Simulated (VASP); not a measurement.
# GaN (F-43m) in VASP: single point with LDA

Aim: the single point of GaN with LDA.

Everything below comes from runs of VASP 6.6.1. Logs are shortened: lines on timing, memory, paths and dates and some standing lists are left out, and cuts for length are marked.

### 1 The cell of the first run

Symmetry: F-43m, No. 216, cubic system. Conventional cell: a = 4.455 Å, b = 4.455 Å, c = 4.455 Å, α = 90.00°, β = 90.00°, γ = 90.00°. Within 2.6 Å of Ga (site symmetry -43m) lie 4 N at 1.93 Å. N (site symmetry -43m) has 4 Ga at 1.93 Å within 2.6 Å.

### 2 Single point, LDA

INCAR

```
  PREC = Accurate
  ENCUT = 1330
  EDIFF = 1E-6
  ISMEAR = 0
  SIGMA = 0.02
  LREAL = False
  LASPH = True
  NELM = 120
  ALGO = Normal
  ISIF = 2
  LWAVE = False
  LCHARG = True
  LELF = True
  LVHAR = True
  NBANDS = 16
  GGA_COMPAT = False
```

KPOINTS

```
regular mesh
0
Gamma
  10 10 10
```

POSCAR

```
GaN
1.0
    0.0000000000      2.2277008268      2.2277008268
    2.2277008268      0.0000000000      2.2277008268
    2.2277008268      2.2277008268      0.0000000000
Ga N
1 1
Direct
    0.0000000000      0.0000000000      0.0000000000
    0.2500000000      0.2500000000      0.2500000000
```

Potentials or basis: VASP PAW LDA potentials, release 64 (Ga_d, N_h).

Launch:

```sh
> cat potpaw_LDA.64/Ga_d/POTCAR potpaw_LDA.64/N_h/POTCAR > POTCAR
> mpirun -np 1 vasp_std > vasp.out
```

OUTCAR:

```text
PREC = Accurate
   ENCUT = 1330
   EDIFF = 1E-6
   ISMEAR = 0
   LREAL = False
   LASPH = True
   NELM = 120
   ISIF = 2

 ion  position               nearest neighbor table
   1  0.000  0.000  0.000-   2 1.93   2 1.93   2 1.93   2 1.93
   2  0.250  0.250  0.250-   1 1.93   1 1.93   1 1.93   1 1.93

  LATTYP: Found a face centered cubic cell.
 ALAT       =     4.4554016536

  Lattice vectors:

 A1 = (   0.0000000000,   2.2277008268,   2.2277008268)
 A2 = (   2.2277008268,   0.0000000000,   2.2277008268)
 A3 = (   2.2277008268,   2.2277008268,   0.0000000000)

Analysis of symmetry for initial positions (statically):
=====================================================================
 Subroutine PRICEL returns:
 Original cell was already a primitive cell.

 Routine SETGRP: Setting up the symmetry group for a
 face centered cubic supercell.

 Subroutine GETGRP returns: Found 24 space group operations
 (whereof 24 operations were pure point group operations)
 out of a pool of 48 trial point group operations.

The static configuration has the point symmetry T_d .

Analysis of symmetry for dynamics (positions and initial velocities):
=====================================================================
 Subroutine PRICEL returns:
 Original cell was already a primitive cell.

 Routine SETGRP: Setting up the symmetry group for a
 face centered cubic supercell.

 Subroutine GETGRP returns: Found 24 space group operations
 (whereof 24 operations were pure point group operations)
 out of a pool of 48 trial point group operations.

The dynamic configuration has the point symmetry T_d .

 Subroutine INISYM returns: Found 24 space group operations
 (whereof 24 operations are pure point group operations),
 and found     1 'primitive' translations

----------------------------------------------------------------------------------------

                                     Primitive cell

  volume of cell :      22.1106

  direct lattice vectors                    reciprocal lattice vectors
     0.000000000  2.227700827  2.227700827    -0.224446655  0.224446655  0.224446655
     2.227700827  0.000000000  2.227700827     0.224446655 -0.224446655  0.224446655
     2.227700827  2.227700827  0.000000000     0.224446655  0.224446655 -0.224446655

  length of vectors
     3.150444722  3.150444722  3.150444722     0.388753011  0.388753011  0.388753011

  position of ions in fractional coordinates (direct lattice)
     0.000000000  0.000000000  0.000000000
     0.250000000  0.250000000  0.250000000

  ion indices of the primitive-cell ions
   primitive index   ion index
                 1           1
                 2           2

----------------------------------------------------------------------------------------

 KPOINTS: regular mesh

Automatic generation of k-mesh.
 Grid dimensions read from file:
 generate k-points for:   10   10   10

 Generating k-lattice:

  Cartesian coordinates                     Fractional coordinates (reciprocal lattice)
    -0.022444666  0.022444666  0.022444666     0.100000000  0.000000000  0.000000000
     0.022444666 -0.022444666  0.022444666     0.000000000  0.100000000  0.000000000
     0.022444666  0.022444666 -0.022444666     0.000000000  0.000000000  0.100000000

  Length of vectors
     0.038875301  0.038875301  0.038875301

  Shift w.r.t. Gamma in fractional coordinates (k-lattice)
     0.000000000  0.000000000  0.000000000

 Subroutine IBZKPT returns following result:
 ===========================================

 Found     47 irreducible k-points:

 Following reciprocal coordinates:
            Coordinates               Weight
  0.000000  0.000000  0.000000      1.000000
  0.100000  0.000000  0.000000      8.000000
  0.200000  0.000000  0.000000      8.000000
  0.300000  0.000000  0.000000      8.000000
  0.400000  0.000000  0.000000      8.000000
  0.500000  0.000000  0.000000      4.000000
[... 16 lines left out ...]
  0.300000  0.300000  0.000000      6.000000
  0.400000  0.300000  0.000000     24.000000
 [... further k-points ...]
   k-points           NKPTS =     47   k-points in BZ     NKDIM =     47   number of bands    NBANDS=     16
   number of dos      NEDOS =    301   number of ions     NIONS =      2
   total plane-waves  NPLWV =  64000
   dimension x,y,z NGX =    40 NGY =   40 NGZ =   40
   dimension x,y,z NGXF=    80 NGYF=   80 NGZF=   80
   ions per type =               1   1
   NGX,Y,Z   is equivalent  to a cutoff of  21.11, 21.11, 21.11 a.u.
   NGXF,Y,Z  is equivalent  to a cutoff of  42.22, 42.22, 42.22 a.u.
 SYSTEM =  unknown system
   PREC   = accura    normal or accurate (medium, high low for compatibility)
   ISTART =      0    job   : 0-new  1-cont  2-samecut
   ICHARG =      2    charge: 1-file 2-atom 10-const
   ISPIN  =      1    spin polarized calculation?
   LNONCOLLINEAR =      F non collinear calculations
   LSORBIT =      F    spin-orbit coupling
   LASPH  =      T    aspherical Exc in radial PAW
   ENCUT  = 1330.0 eV  97.75 Ry    9.89 a.u.   9.37  9.37  9.37*2*pi/ulx,y,z
   NELM   =    120;   NELMIN=  2; NELMDL= -5     # of ELM steps
   EDIFF  = 0.1E-05   stopping-criterion for ELM
   LREAL  =      F    real-space projection
[... 7 lines left out ...]
   TEBEG  =    0.0;   TEEND  =   0.0 temperature during run
   PSTRESS=    0.0 pullay stress
   NELECT =      18.0000    total number of electrons
   NUPDOWN=      -1.0000    fix difference up-down
   EMIN   =  10.00;   EMAX   =-10.00  energy-range for DOS
   EFERMI =   0.00;   METHOD = LEGACY
   ISMEAR =     0;   SIGMA  =   0.02  broadening in eV -4-tet -1-fermi 0-gaus
   EFERMI_NEDOS =   21; number of points for ismear=-14 and -15
   IALGO  =     38    algorithm
   IMIX   =      4    mixing-type and parameters
     AMIX     =   0.40;   BMIX     =  1.00
     AMIX_MAG =   1.60;   BMIX_MAG =  1.00
  volume/ion in A,a.u.               =      11.06        74.60
  Fermi-wavevector in a.u.,A,eV,Ry     =   1.528617  2.888668 31.792342  2.336671
  Thomas-Fermi vector in A             =   2.636351
   LORBIT       =      0    0 simple, 1 ext, 2 COOP (PROOUT), +10 PAW based schemes
   GGA     = CA    functional components
   LHFCALC =     F    Hartree Fock is set to
   AEXX    =    0.0000 exact exchange contribution
   IVDW    =     0    specifies the selected vdW correction
   LEPSILON=     F    determine dielectric tensor
   LRPA    =     F    only Hartree local field effects (RPA)
 non-spin polarized calculation
 Gauss-broadening in eV      SIGMA  =   0.02
  energy-cutoff  :     1330.00
  volume of cell :       22.11
 maximum number of plane-waves:      2454
 NGX is ok and might be reduce to    40
   NGX = 19   NGY = 19   NGZ = 19

 number of electron      18.0000001 magnetization

 Free energy of the ion-electron system (eV)
  ---------------------------------------------------
  ext. energy  EPLUGINS =         0.00000000
  ---------------------------------------------------
  free energy    TOTEN  =       -13.94716650 eV

  energy without entropy =      -13.94716650  energy(sigma->0) =      -13.94716650

 E-fermi :   5.9451     XC(G=0): -12.3189

 val. band max:        5.7380401667   @ k =   0.0000   0.0000   0.0000
 cond. band min:       7.7118687090   @ k =   0.0000   0.0000   0.0000
 fundamental gap:      1.9738285424
 Fermi energy:         5.9450718687

 k-point     1 :       0.0000    0.0000    0.0000
  band No.  band energies     occupation
      1     -10.3684      2.00000
      2      -7.8524      2.00000
      3      -7.8524      2.00000
      4      -7.8524      2.00000
      5      -7.4981      2.00000
      6      -7.4981      2.00000
[... 8 lines left out ...]
     15      24.6822      0.00000
     16      24.6822      0.00000

 k-point     2 :       0.1000    0.0000    0.0000
  band No.  band energies     occupation
      1     -10.2488      2.00000
      2      -7.8374      2.00000
      3      -7.8374      2.00000
      4      -7.8145      2.00000
      5      -7.4996      2.00000
      6      -7.4996      2.00000
[... 8 lines left out ...]
     15      23.4006      0.00000
     16      23.4006      0.00000

 k-point     3 :       0.2000    0.0000    0.0000
  band No.  band energies     occupation
      1      -9.9470      2.00000
      2      -7.8026      2.00000
      3      -7.8026      2.00000
      4      -7.6485      2.00000
      5      -7.4985      2.00000
      6      -7.4985      2.00000
[... 8 lines left out ...]
     15      22.6254      0.00000
     16      22.6254      0.00000

 k-point     4 :       0.3000    0.0000    0.0000
  band No.  band energies     occupation
      1      -9.6292      2.00000
      2      -7.7717      2.00000
      3      -7.7717      2.00000
      4      -7.4836      2.00000
      5      -7.4836      2.00000
      6      -7.2229      2.00000
[... 8 lines left out ...]
     15      23.1339      0.00000
     16      23.1339      0.00000

 k-point     5 :       0.4000    0.0000    0.0000
  band No.  band energies     occupation
      1      -9.4451      2.00000
      2      -7.7586      2.00000
      3      -7.7586      2.00000
      4      -7.4586      2.00000
      5      -7.4586      2.00000
      6      -6.5402      2.00000
[... 8 lines left out ...]
     15      24.5783      0.00000
     16      24.5783      0.00000

 k-point     6 :       0.5000    0.0000    0.0000
  band No.  band energies     occupation
      1      -9.3936      2.00000
      2      -7.7563      2.00000
      3      -7.7563      2.00000
      4      -7.4461      2.00000
      5      -7.4461      2.00000
      6      -6.1186      2.00000
[... 8 lines left out ...]
     15      25.6114      0.00000
     16      25.6114      0.00000
[... 267 lines left out ...]
 k-point    21 :      -0.3000    0.2000    0.0000
  band No.  band energies     occupation
      1      -9.3709      2.00000
      2      -7.7471      2.00000
      3      -7.6968      2.00000
      4      -7.5062      2.00000
      5      -7.5051      2.00000
      6      -6.4009      2.00000
[... 8 lines left out ...]
     15      23.1987      0.00000
     16      26.6124      0.00000

 k-point    22 :      -0.2000    0.2000    0.0000
  band No.  band energies     occupation
      1      -9.5319      2.00000
      2      -7.7549      2.00000
      3      -7.7372      2.00000
      4      -7.5236      2.00000
      5      -7.5174      2.00000
      6      -7.0269      2.00000
[... 8 lines left out ...]
     15      23.2379      0.00000
     16      26.5304      0.00000

 k-point    23 :       0.3000    0.3000    0.0000
  band No.  band energies     occupation
      1      -9.4406      2.00000
      2      -7.6995      2.00000
      3      -7.6426      2.00000
      4      -7.6426      2.00000
      5      -7.4425      2.00000
      6      -7.0109      2.00000
[... 8 lines left out ...]
     15      28.0516      0.00000
     16      28.6386      0.00000

 k-point    24 :       0.4000    0.3000    0.0000
  band No.  band energies     occupation
      1      -9.3210      2.00000
      2      -7.7180      2.00000
      3      -7.6053      2.00000
      4      -7.6039      2.00000
      5      -7.4312      2.00000
      6      -6.5060      2.00000
[... 8 lines left out ...]
     15      28.4410      0.00000
     16      28.4746      0.00000

 [... further k-points ...]

------------------------ aborting loop because EDIFF is reached ----------------------------------------

  FORCE on cell =-STRESS in cart. coord.  units (eV):
  Direction    XX          YY          ZZ          XY          YZ          ZX
  --------------------------------------------------------------------------------------
  -------------------------------------------------------------------------------------
  Total        0.1340106      0.1340106      0.1340106     -0.0000000      0.0000000     -0.0000000
  in kB        9.7106679      9.7106679      9.7106679     -0.0000000      0.0000000     -0.0000000
  external PRESSURE =       9.7106679 kB  Pullay stress =       0.0000000 kB

 VOLUME and BASIS-vectors are now :
 -----------------------------------------------------------------------------
  energy-cutoff  :     1330.00
  volume of cell :       22.11
      direct lattice vectors                 reciprocal lattice vectors
     0.000000000  2.227700827  2.227700827    -0.224446655  0.224446655  0.224446655
     2.227700827  0.000000000  2.227700827     0.224446655 -0.224446655  0.224446655
     2.227700827  2.227700827  0.000000000     0.224446655  0.224446655 -0.224446655

 POSITION                                       TOTAL-FORCE (eV/Angst)
 -----------------------------------------------------------------------------------
      0.00000      0.00000      0.00000        -0.000000      0.000000     -0.000000
      1.11385      1.11385      1.11385         0.000000     -0.000000      0.000000
 -----------------------------------------------------------------------------------
    total drift:                               -0.000000     -0.000000     -0.000000

  FREE ENERGIE OF THE ION-ELECTRON SYSTEM (eV)
  ---------------------------------------------------
  free  energy   TOTEN  =       -13.9471665040 eV

  energy  without entropy=      -13.9471665040  energy(sigma->0) =      -13.94716650
```

Run time: 1.9 min. Hardware: 1 thread of AMD EPYC, shared host; peak memory 0.21 GiB.

What came out:

```
Free energy            : -13.9472 eV
Pressure               : 1.0 GPa
Band gap on the k mesh : 1.97 eV
```

Levels at points of the mesh, in eV from the valence-band top:
| k point | band 7 | band 8 | band 9 | band 10 | band 11 | band 12 |
| --- | --- | --- | --- | --- | --- | --- |
| (0.00, 0.00, 0.00) | 0.00 | 0.00 | 0.00 | 1.97 | 10.33 | 10.33 |
| (0.50, 0.00, 0.00) | -7.35 | -1.02 | -1.02 | 4.78 | 8.77 | 10.39 |
| (0.50, 0.50, 0.00) | -6.35 | -2.86 | -2.86 | 3.26 | 6.69 | 11.75 |
